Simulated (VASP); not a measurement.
Crystal: Li.

```
Li
1.0
     5.57067    0.00000    0.00000
     0.00000    5.57067    0.00000
     0.00000    0.00000    5.57067
Li
8
Direct
  0.00000 0.00000 0.00000
  0.50000 0.50000 0.50000
  0.25000 0.00000 0.50000
  0.75000 0.00000 0.50000
  0.50000 0.25000 0.00000
  0.50000 0.75000 0.00000
  0.00000 0.50000 0.25000
  0.00000 0.50000 0.75000
```

```yaml
Program: VASP 6.6.1
Task: relaxation of cell and atoms
Functional: PBE
Potentials_or_basis: VASP PAW PBE potentials, release 64 (Li_sv)
Cutoff: 600 eV
k_mesh: 5 × 5 × 5
Occupations: fermi-dirac, width 0.1 eV
Spin: no spin polarisation
```

At the start: pressure -0.9 GPa; volume 21.61 Å³/atom.

Problem. Where does the relaxation end?

Solution. Over 3 steps the energy falls by 4.5 meV/atom and the volume is 20.16 Å³/atom (-6.7 %); space group Pm-3n (No. 223, to 0.05 Å).

Step by step:
```csv
step,energy change (eV),largest force (eV/Å),pressure (GPa),volume (Å³)
1,0.0000,0.0000,-0.88,172.87
2,-0.0145,0.0000,-0.69,169.92
3,-0.0357,0.0000,-0.07,161.29
```

Final structure:
```
Li
1.0
     5.44334    0.00000    0.00000
     0.00000    5.44334    0.00000
     0.00000    0.00000    5.44334
Li
8
Direct
  0.00000 0.00000 0.00000
  0.50000 0.50000 0.50000
  0.25000 0.00000 0.50000
  0.75000 0.00000 0.50000
  0.50000 0.25000 0.00000
  0.50000 0.75000 0.00000
  0.00000 0.50000 0.25000
  0.00000 0.50000 0.75000
```

Caveat: the cutoff is under 1.25 times the usual one of these potentials, so pressure, stress and relaxed cells hold a basis-set (Pulay) error.
